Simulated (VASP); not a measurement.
# Si in VASP: relaxation of the atoms with PBEsol

Aim: the relaxation of the atoms of Si with PBEsol.

Everything below comes from runs of VASP 6.6.1. Logs are shortened: lines on timing, memory, paths and dates and some standing lists are left out, and cuts for length are marked.

## 1. The cell of the first run

The cell holds a slab with vacuum, 6 atoms: a = 3.842 Å, b = 3.842 Å, c = 23.058 Å, α = 90.00°, β = 90.00°, γ = 120.00°.

## 2. Relaxation of the atoms, PBEsol

The input, INCAR:

```
PREC = Accurate
ENCUT = 520
EDIFF = 1E-6
ISMEAR = -1
SIGMA = 0.02
LREAL = False
LASPH = True
NELM = 100
ALGO = Normal
ISIF = 2
LWAVE = False
LCHARG = False
LDIPOL = True
IDIPOL = 3
DIPOL = 0.5 0.5 0.500
GGA = PS
IBRION = 2
NSW = 32
EDIFFG = -0.01
```

The input, KPOINTS:

```
Automatic mesh
0
Gamma
  9 9 1
```

The input, POSCAR:

```
Si
1.0
    3.8418213872      0.0000000000      0.0000000000
   -1.9209106936      3.3271149181      0.0000000000
    0.0000000000      0.0000000000     23.0579000000
Si
6
Direct
    0.0000000000      0.0000000000      0.3495562938
    0.3333333333      0.6666666667      0.3788983513
    0.3333333333      0.6666666667      0.4835215026
    0.6666666667      0.3333333333      0.5164784983
    0.6666666667      0.3333333333      0.6211016525
    0.0000000000      0.0000000000      0.6504436999
```

Potentials or basis: VASP PAW PBE potentials, release 64 (Si).

Launch:

```sh
$ cat potpaw_PBE.64/Si/POTCAR > POTCAR
$ mpirun -np 1 vasp_std > vasp.out
```

OUTCAR:

```text
PREC = Accurate
   ENCUT = 520
   EDIFF = 1E-6
   ISMEAR = -1
   LREAL = False
   LASPH = True
   NELM = 100
   ISIF = 2
   GGA = PS
   IBRION = 2
   NSW = 32
   EDIFFG = -0.01

 ion  position               nearest neighbor table
   1  0.000  0.000  0.350-   2 2.32   2 2.32   2 2.32
   2  0.333  0.667  0.379-   1 2.32   1 2.32   1 2.32   3 2.41
   3  0.333  0.667  0.484-   4 2.34   4 2.34   4 2.34   2 2.41
   4  0.667  0.333  0.516-   3 2.34   3 2.34   3 2.34   5 2.41
   5  0.667  0.333  0.621-   6 2.32   6 2.32   6 2.32   4 2.41
   6  0.000  0.000  0.650-   5 2.32   5 2.32   5 2.32

  LATTYP: Found a hexagonal cell.
 ALAT       =     3.8418213872
 C/A-ratio  =     6.0018146801

  Lattice vectors:

 A1 = (   3.8418213872,   0.0000000000,   0.0000000000)
 A2 = (  -1.9209106936,   3.3271149181,   0.0000000000)
 A3 = (   0.0000000000,   0.0000000000,  23.0579000000)

Analysis of symmetry for initial positions (statically):
=====================================================================
 Subroutine PRICEL returns:
 Original cell was already a primitive cell.

 Routine SETGRP: Setting up the symmetry group for a
 hexagonal supercell.

 Subroutine GETGRP returns: Found 12 space group operations
 (whereof 12 operations were pure point group operations)
 out of a pool of 24 trial point group operations.

The static configuration has the point symmetry D_3d.

Analysis of symmetry for dynamics (positions and initial velocities):
=====================================================================
 Subroutine PRICEL returns:
 Original cell was already a primitive cell.

 Routine SETGRP: Setting up the symmetry group for a
 hexagonal supercell.

 Subroutine GETGRP returns: Found 12 space group operations
 (whereof 12 operations were pure point group operations)
 out of a pool of 24 trial point group operations.

The dynamic configuration has the point symmetry D_3d.

 Subroutine INISYM returns: Found 12 space group operations
 (whereof 12 operations are pure point group operations),
 and found     1 'primitive' translations

----------------------------------------------------------------------------------------

                                     Primitive cell

  volume of cell :     294.7303

  direct lattice vectors                    reciprocal lattice vectors
     3.841821387  0.000000000  0.000000000     0.260293205  0.150280352  0.000000000
    -1.920910694  3.327114918  0.000000000     0.000000000  0.300560703  0.000000000
     0.000000000  0.000000000 23.057900000     0.000000000  0.000000000  0.043369084

  length of vectors
     3.841821387  3.841821387 23.057900000     0.300560703  0.300560703  0.043369084

  position of ions in fractional coordinates (direct lattice)
     0.000000000  0.000000000  0.349556294
     0.333333333  0.666666667  0.378898351
     0.333333333  0.666666667  0.483521503
     0.666666667  0.333333333  0.516478498
     0.666666667  0.333333333  0.621101653
     0.000000000  0.000000000  0.650443700

  ion indices of the primitive-cell ions
   primitive index   ion index
                 1           1
                 2           2
                 3           3
                 4           4
                 5           5
                 6           6

----------------------------------------------------------------------------------------

 KPOINTS: Automatic mesh

Automatic generation of k-mesh.
 Grid dimensions read from file:
 generate k-points for:    9    9    1

 Generating k-lattice:

  Cartesian coordinates                     Fractional coordinates (reciprocal lattice)
     0.028921467  0.016697817  0.000000000     0.111111111  0.000000000  0.000000000
     0.000000000  0.033395634  0.000000000     0.000000000  0.111111111  0.000000000
     0.000000000  0.000000000  0.043369084     0.000000000  0.000000000  1.000000000

  Length of vectors
     0.033395634  0.033395634  0.043369084

  Shift w.r.t. Gamma in fractional coordinates (k-lattice)
     0.000000000  0.000000000  0.000000000

 Subroutine IBZKPT returns following result:
 ===========================================

 Found     12 irreducible k-points:

 Following reciprocal coordinates:
            Coordinates               Weight
  0.000000  0.000000  0.000000      1.000000
  0.111111  0.000000  0.000000      6.000000
  0.222222  0.000000  0.000000      6.000000
  0.333333  0.000000  0.000000      6.000000
  0.444444  0.000000  0.000000      6.000000
  0.111111  0.111111  0.000000      6.000000
  0.222222  0.111111  0.000000     12.000000
  0.333333  0.111111  0.000000     12.000000
  0.444444  0.111111  0.000000      6.000000
  0.222222  0.222222  0.000000      6.000000
  0.333333  0.222222  0.000000     12.000000
  0.333333  0.333333  0.000000      2.000000
   k-points           NKPTS =     12   k-points in BZ     NKDIM =     12   number of bands    NBANDS=     16
   number of dos      NEDOS =    301   number of ions     NIONS =      6
   total plane-waves  NPLWV = 162000
   dimension x,y,z NGX =    30 NGY =   30 NGZ =  180
   dimension x,y,z NGXF=    60 NGYF=   60 NGZF=  360
   ions per type =               6
   NGX,Y,Z   is equivalent  to a cutoff of  12.98, 12.98, 12.98 a.u.
   NGXF,Y,Z  is equivalent  to a cutoff of  25.96, 25.96, 25.96 a.u.
 SYSTEM =  unknown system
   PREC   = accura    normal or accurate (medium, high low for compatibility)
   ISTART =      0    job   : 0-new  1-cont  2-samecut
   ICHARG =      2    charge: 1-file 2-atom 10-const
   ISPIN  =      1    spin polarized calculation?
   LNONCOLLINEAR =      F non collinear calculations
   LSORBIT =      F    spin-orbit coupling
   LASPH  =      T    aspherical Exc in radial PAW
   ENCUT  =  520.0 eV  38.22 Ry    6.18 a.u.   7.14  7.14 42.87*2*pi/ulx,y,z
   NELM   =    100;   NELMIN=  2; NELMDL= -5     # of ELM steps
   EDIFF  = 0.1E-05   stopping-criterion for ELM
   LREAL  =      F    real-space projection
   EDIFFG = -.1E-01   stopping-criterion for IOM
   NSW    =     32    number of steps for IOM
   IBRION =      2    ionic relax: 0-MD 1-quasi-New 2-CG
   NFREE  =      1    steps in history (QN), initial steepest desc. (CG)
   ISIF   =      2    stress and relaxation
   ISYM   =      2    0-nonsym 1-usesym 2-fastsym
   POTIM  = 0.5000    time-step for ionic-motion
   TEBEG  =    0.0;   TEEND  =   0.0 temperature during run
   PSTRESS=    0.0 pullay stress
   NELECT =      24.0000    total number of electrons
   NUPDOWN=      -1.0000    fix difference up-down
   EMIN   =  10.00;   EMAX   =-10.00  energy-range for DOS
   EFERMI =   0.00;   METHOD = LEGACY
   ISMEAR =    -1;   SIGMA  =   0.02  broadening in eV -4-tet -1-fermi 0-gaus
   EFERMI_NEDOS =   21; number of points for ismear=-14 and -15
   IALGO  =     38    algorithm
   IMIX   =      4    mixing-type and parameters
     AMIX     =   0.40;   BMIX     =  1.00
     AMIX_MAG =   1.60;   BMIX_MAG =  1.00
  volume/ion in A,a.u.               =      49.12       331.49
  Fermi-wavevector in a.u.,A,eV,Ry     =   0.709584  1.340919  6.850657  0.503509
  Thomas-Fermi vector in A             =   1.796204
   LORBIT       =      0    0 simple, 1 ext, 2 COOP (PROOUT), +10 PAW based schemes
   GGA     = PS    functional components
   LHFCALC =     F    Hartree Fock is set to
   AEXX    =    0.0000 exact exchange contribution
   IVDW    =     0    specifies the selected vdW correction
   LEPSILON=     F    determine dielectric tensor
   LRPA    =     F    only Hartree local field effects (RPA)
 conjugate gradient relaxation of ions
 non-spin polarized calculation
  energy-cutoff  :      520.00
  volume of cell :      294.73
 maximum number of plane-waves:      7962
 NGX is ok and might be reduce to    30
   NGX = 15   NGY = 15   NGZ = 85

 number of electron      24.0000002 magnetization

 dipolmoment           0.000000      0.000000      0.000000 electrons x Angstroem

 Free energy of the ion-electron system (eV)
  ---------------------------------------------------
  ext. energy  EPLUGINS =         0.00000000
  ---------------------------------------------------
  free energy    TOTEN  =       -31.94993222 eV

  energy without entropy =      -31.94259493  energy(sigma->0) =      -31.94626358

 E-fermi :  -0.5083     XC(G=0):  -4.5321

 val. band max:       -0.5214562764   @ k =   0.4444   0.1111   0.0000
 cond. band min:      -0.4867143712   @ k =   0.2222   0.2222   0.0000
 fundamental gap:      0.0347419052
 Fermi energy:        -0.5083079328

 k-point     1 :       0.0000    0.0000    0.0000
  band No.  band energies     occupation
      1     -12.2342      2.00000
      2     -11.5200      2.00000
      3     -10.5905      2.00000
      4      -6.3330      2.00000
      5      -4.0814      2.00000
      6      -1.6232      2.00000
[... 8 lines left out ...]
     15       1.9348      0.00000
     16       2.2136      0.00000

 k-point     2 :       0.1111    0.0000    0.0000
  band No.  band energies     occupation
      1     -12.0899      2.00000
      2     -11.3763      2.00000
      3     -10.4462      2.00000
      4      -6.2648      2.00000
      5      -4.0552      2.00000
      6      -2.6839      2.00000
[... 8 lines left out ...]
     15       2.1415      0.00000
     16       2.2821      0.00000

 k-point     3 :       0.2222    0.0000    0.0000
  band No.  band energies     occupation
      1     -11.6637      2.00000
      2     -10.9530      2.00000
      3     -10.0212      2.00000
      4      -6.2238      2.00000
      5      -4.6440      2.00000
      6      -3.9876      2.00000
[... 8 lines left out ...]
     15       1.7679      0.00000
     16       2.1042      0.00000
[... 134 lines left out ...]
 k-point    11 :       0.3333    0.2222    0.0000
  band No.  band energies     occupation
      1      -9.7959      2.00000
      2      -9.2543      2.00000
      3      -8.3264      2.00000
      4      -7.7984      2.00000
      5      -7.2716      2.00000
      6      -6.7983      2.00000
[... 8 lines left out ...]
     15       2.5057      0.00000
     16       3.1727      0.00000

 k-point    12 :       0.3333    0.3333    0.0000
  band No.  band energies     occupation
      1      -9.1740      2.00000
      2      -9.1740      2.00000
      3      -8.0186      2.00000
      4      -7.9779      2.00000
      5      -7.3546      2.00000
      6      -7.3546      2.00000
[... 8 lines left out ...]
     15       1.9991      0.00000
     16       3.4223      0.00000

------------------------ aborting loop because EDIFF is reached ----------------------------------------

 vacuum level on the upper side and lower side of the slab       (xc-potential included)        -0.109        -0.109

  FORCE on cell =-STRESS in cart. coord.  units (eV):
  Direction    XX          YY          ZZ          XY          YZ          ZX
  --------------------------------------------------------------------------------------
  -------------------------------------------------------------------------------------
  Total       -0.0652354     -0.0652354      0.0253690      0.0000000      0.0000000      0.0000000
  in kB       -0.3546249     -0.3546249      0.1379077      0.0000000      0.0000000      0.0000000
  external PRESSURE =      -0.1904474 kB  Pullay stress =       0.0000000 kB

 VOLUME and BASIS-vectors are now :
 -----------------------------------------------------------------------------
  energy-cutoff  :      520.00
  volume of cell :      294.73
      direct lattice vectors                 reciprocal lattice vectors
     3.841821387  0.000000000  0.000000000     0.260293205  0.150280352  0.000000000
    -1.920910694  3.327114918  0.000000000     0.000000000  0.300560703  0.000000000
     0.000000000  0.000000000 23.057900000     0.000000000  0.000000000  0.043369084

 POSITION                                       TOTAL-FORCE (eV/Angst)
 -----------------------------------------------------------------------------------
      0.00000      0.00000      8.06003        -0.000000      0.000000     -0.005257
     -0.00000      2.21808      8.73660        -0.000000      0.000000      0.001065
     -0.00000      2.21808     11.14899         0.000000     -0.000000     -0.004270
      1.92091      1.10904     11.90891        -0.000000      0.000000      0.004270
      1.92091      1.10904     14.32130        -0.000000     -0.000000     -0.001065
      0.00000      0.00000     14.99787         0.000000     -0.000000      0.005257
 -----------------------------------------------------------------------------------
    total drift:                                0.000000     -0.000000      0.000012

  FREE ENERGIE OF THE ION-ELECTRON SYSTEM (eV)
  ---------------------------------------------------
  free  energy   TOTEN  =       -31.9499322216 eV

  energy  without entropy=      -31.9425949288  energy(sigma->0) =      -31.94626358

 reached required accuracy - stopping structural energy minimisation

 vacuum level on the upper side and lower side of the slab         4.253         4.253
```

It took 1.8 min on 1 thread of Intel Xeon Platinum 8375C at 2.90GHz (Ice Lake), shared host; peak memory 0.4 GiB.

Results:

```
Free energy                  : -31.9499 eV
Largest force after relaxing : 0.005 eV/Å
Band gap on the k mesh       : zero (bands 12 and 13 overlap by 0.03 eV)
```

Forces on the atoms (eV/Å):
```
Si   0.000  0.000 -0.005
Si   0.000  0.000  0.001
Si   0.000  0.000 -0.004
Si   0.000  0.000  0.004
Si   0.000  0.000 -0.001
Si   0.000  0.000  0.005
```

Final structure:
```yaml
crystal:
  lattice:
    - [3.84182, 0.00000, 0.00000]
    - [-1.92091, 3.32711, 0.00000]
    - [0.00000, 0.00000, 23.05790]
  atoms:
    - { symbol: Si, position: [0.00000, 0.00000, 0.34956] }
    - { symbol: Si, position: [0.33333, 0.66667, 0.37890] }
    - { symbol: Si, position: [0.33333, 0.66667, 0.48352] }
    - { symbol: Si, position: [0.66667, 0.33333, 0.51648] }
    - { symbol: Si, position: [0.66667, 0.33333, 0.62110] }
    - { symbol: Si, position: [0.00000, 0.00000, 0.65044] }
```

Caveat: the relaxation stopped at its first step, so nothing moved; the PAW data sets were made with another functional, which shifts forces and pressure a little.
